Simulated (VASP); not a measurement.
Set up this calculation in VASP 6.6.1, as the native input.

```yaml
Task: single point
Functional: PBEsol
Potentials_or_basis: VASP PAW PBE potentials, release 64 (Hf_pv)
Cutoff: 520 eV
k_mesh: 18 × 18 × 18
Occupations: gaussian, width 0.15 eV
Spin: no spin polarisation
Dipole_correction: no
Further_INCAR_settings: ALGO = Normal; EDIFF = 1e-06; NBANDS = 11
```

The structure of Hf lies in POSCAR:

```
Hf
1.0
   -1.7598750000      1.7598750000      1.7598750000
    1.7598750000     -1.7598750000      1.7598750000
    1.7598750000      1.7598750000     -1.7598750000
Hf
1
Direct
    0.0000000000      0.0000000000      0.0000000000
```

This cell differs from its parent crystal: strain -0.025 along x and y, -0.025 along z.

The input as run:

INCAR

```
PREC = Accurate
ENCUT = 520
EDIFF = 1E-6
ISMEAR = 0
SIGMA = 0.15
LREAL = F
LASPH = T
NELM = 100
ALGO = Normal
ISIF = 2
LWAVE = F
LCHARG = F
GGA = PS
NBANDS = 11
```

KPOINTS

```
regular mesh
0
Gamma
  18 18 18
```

Potentials or basis: VASP PAW PBE potentials, release 64 (Hf_pv).

Launch:

```console
$ cat potpaw_PBE.64/Hf_pv/POTCAR > POTCAR
$ mpirun -np 1 vasp_std > vasp.out
```

It gave:

* Pressure: -2.8 GPa
* Band gap on the k mesh: zero (band 5 reaches 6.12 eV, above the bottom of band 6 at 3.88 eV)

Caveat: the cell differs from its parent crystal (strain -0.025 along x and y, -0.025 along z); the PAW data sets were made with another functional, which shifts forces and pressure a little; spin-orbit coupling is left out, which moves the levels of the heavy elements.

Run time: 14 s on 1 thread of Intel(R) Xeon(R) 6975P-C (Granite Rapids) (shared host), peak memory 0.17 GiB.
